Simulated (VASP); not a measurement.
## BiBrO: single point with LDA

The system is BiBrO.

```
Bi Br O
1.0
     4.07670    0.00000    0.00000
     0.00000    4.07670    0.00000
     0.00000    0.00000    7.75530
Bi Br O
2 2 2
Direct
  0.00000 0.50000 0.15756
  0.50000 0.00000 0.84244
  0.00000 0.50000 0.65172
  0.50000 0.00000 0.34828
  0.00000 0.00000 0.00000
  0.50000 0.50000 0.00000
```

| Item | Value |
| --- | --- |
| Program | VASP 6.6.1 |
| Task | single point |
| Functional | LDA |
| Potentials or basis | VASP PAW LDA potentials, release 64 (Bi_d, Br, O) |
| Cutoff | 520 eV |
| k mesh | 8 × 8 × 4 |
| Occupations | gaussian, width 0.05 eV |
| Spin | no spin polarisation |

```
Pressure               : -7.2 GPa
Largest force          : 0.500 eV/Å
Band gap on the k mesh : 1.74 eV (least direct gap 1.87 eV)
```

Forces in eV/Å, atoms in the order of the input:
```
Bi   0.000  0.000 -0.500
Bi   0.000  0.000  0.500
Br   0.000  0.000  0.163
Br   0.000  0.000 -0.163
O    0.000  0.000  0.000
O    0.000  0.000  0.000
```

Stress tensor (GPa, compression positive):
```
-8.73  0.00  0.00
 0.00 -8.73  0.00
 0.00  0.00 -4.16
```

Levels at points of the mesh, in eV from the valence-band top:
```tsv
k point	band 24	band 25	band 26	band 27	band 28	band 29	band 30	band 31	band 32	band 33
(0.00, 0.00, 0.00)	-1.03	-1.03	-0.72	-0.72	-0.69	2.08	3.12	4.72	4.72	6.26
(0.50, 0.00, 0.00)	-0.74	-0.56	-0.56	-0.20	-0.20	4.06	4.06	4.47	4.47	4.81
(0.50, 0.50, 0.00)	-0.97	-0.70	-0.70	-0.50	-0.50	3.35	3.35	4.86	4.86	6.09
(0.00, 0.00, 0.50)	-1.27	-0.49	-0.35	-0.35	-0.13	1.74	2.09	4.63	4.63	6.21
(0.50, 0.00, 0.50)	-0.73	-0.58	-0.58	0.00	0.00	3.84	3.84	4.54	4.54	4.58
(0.50, 0.50, 0.50)	-1.60	-1.01	-1.01	-0.97	-0.97	3.93	3.93	4.93	4.93	5.73
```

Run time: 2.2 min on 1 thread of Intel(R) Xeon(R) 6975P-C (Granite Rapids), on a shared host, peak memory 0.3 GiB.

Caveat: the cell stands under tension; spin-orbit coupling is left out, which moves the levels of the heavy elements. A k mesh can miss the band edges.
